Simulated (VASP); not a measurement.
The system is KI.

```xyz
2
Lattice="4.2912 0.0000 0.0000 0.0000 4.2912 0.0000 0.0000 0.0000 4.2912" Properties=species:S:1:pos:R:3 pbc="T T T"
I     2.1456    2.1456    2.1456
K     0.0000    0.0000    0.0000
```

Base run:

- Program: VASP 6.6.1
- Functional: PBE
- Potentials or basis: VASP PAW PBE potentials, release 64 (I, K_sv)
- Cutoff: 520 eV
- k mesh: 6 × 6 × 6
- Occupations: gaussian, width 0.05 eV
- Spin: no spin polarisation

Its results: band gap on the k mesh 3.33 eV, indirect (least direct gap 3.69 eV); pressure 0.5 GPa.

Task: The run is repeated on the same cell with these changes: functional from PBE to PBEsol; occupations from gaussian, width 0.05 eV to fermi-dirac, width 0.1 eV. What comes out?

Result: Band gap on the k mesh 3.18 eV, indirect (least direct gap 3.55 eV); pressure -0.6 GPa.

Caveats: spin-orbit coupling is left out, which moves the levels of the heavy elements; the PAW data sets were made with another functional, which shifts forces and pressure a little (some runs).

A k mesh can miss the band edges.
